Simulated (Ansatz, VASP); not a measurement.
# One calculation of Zn2SiN, two programs

```xyz
4
Lattice="2.9277 0.0000 0.0000 -1.4639 2.5355 0.0000 0.0000 0.0000 8.4990" Properties=species:S:1:pos:R:3 pbc="T T T"
Zn    0.0000    0.0000    2.4032
Zn    0.0000    0.0000    6.0958
Si    0.0000    0.0000    0.0000
N     0.0000    0.0000    4.2495
```

Alike in both runs: task relaxation of cell and atoms; functional PBE; k mesh 18 × 18 × 6; occupations gaussian, width 0.1 eV; collinear spin.

|  | VASP | Ansatz |
| --- | --- | --- |
| version | VASP 6.6.1 | Ansatz 0.2.0 |
| potentials or method | VASP PAW PBE potentials, release 64 (Zn, Si, N), cutoff 600 eV | scalar-relativistic, plane waves, PAW |
| valence electrons in the cell | 33 | 33 |

```csv
,VASP,Ansatz,Ansatz less VASP
"gap on the k mesh at the Fermi level, each at its own relaxed structure (eV)",none,none,-
net moment per atom (μB),0.30,0.30,-0.004
size of the moment on the site where the two differ most (μB),0.89,0.90,+0.013
relaxed volume (Å³/atom),15.80,15.77,-0.027
relaxed cell length with the largest relative difference (Å),8.525,8.499,-0.0263
```

Site moments also hang on the region over which each program counts them. A gap of «none» marks a metal or a gap that the smearing closes.
